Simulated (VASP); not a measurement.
Write the native input for VASP 6.6.1 that does the following.

| Item | Value |
| --- | --- |
| Task | relaxation of cell and atoms |
| Functional | PBE |
| Potentials or basis | VASP PAW PBE potentials, release 64 (Sr_sv, Al, O) |
| Cutoff | 600 eV |
| k mesh | 6 × 6 × 4 |
| Occupations | gaussian, width 0.1 eV |
| Spin | no spin polarisation |
| Dipole correction | no |
| Further INCAR settings | ALGO = Normal; EDIFF = 1e-06; IBRION = 2; EDIFFG = -0.04; NSW = 90; ISIF = 3 |

The structure of Sr2AlO lies in POSCAR:

```
Sr2AlO
1.0
    4.9889408400      0.0000000000      0.0000000000
   -2.4944704200      4.3205495100      0.0000000000
    0.0000000000      0.0000000000      4.7860650500
Sr Al O
2 1 1
Direct
    0.3333333300      0.6666666700      0.9218877700
    0.6666666700      0.3333333300      0.9218877700
    0.0000000000      0.0000000000      0.6120277500
    0.0000000000      0.0000000000      0.8995459000
```

These files were run (other wordings do the same):

INCAR

```
SYSTEM = Sr2AlO
ALGO = Normal
EDIFF = 1E-6
EDIFFG = -0.04
ENCUT = 600
GGA = PE
IBRION = 2
ISIF = 3
ISMEAR = 0
LASPH = .True.
LCHARG = .False.
LREAL = .False.
LWAVE = .False.
NELM = 80
NSW = 90
PREC = Accurate
SIGMA = 0.1
```

KPOINTS

```
k-points
0
Gamma
  6 6 4
  0 0 0
```

Potentials or basis: VASP PAW PBE potentials, release 64 (Sr_sv, Al, O).

Launch:

```sh
$ cat potpaw_PBE.64/Sr_sv/POTCAR potpaw_PBE.64/Al/POTCAR potpaw_PBE.64/O/POTCAR > POTCAR
$ mpirun -np 1 vasp_std > vasp.out
```

Results of the run:

```json
{
  "Relaxed volume": "25.68 Å³/atom",
  "Relaxed cell": "a = 5.695 Å, b = 5.695 Å, c = 3.658 Å, α = 90.00°, β = 90.00°, γ = 120.00°",
  "Space group after relaxing (to 0.05 Å)": "P6/mmm (No. 191)",
  "Energy gained by relaxing": "1387.2 meV/atom",
  "Ionic steps": "46",
  "Pressure after relaxing": "-0.1 GPa",
  "Largest force after relaxing": "0.039 eV/Å"
}
```

Caveat: an odd number of electrons without spin polarisation forces a metal; a magnetic or distorted state may lie lower.

Run time: 20 min on 1 thread of AMD EPYC 9R14 (Zen 4), with other jobs on the host, peak memory 0.26 GiB.
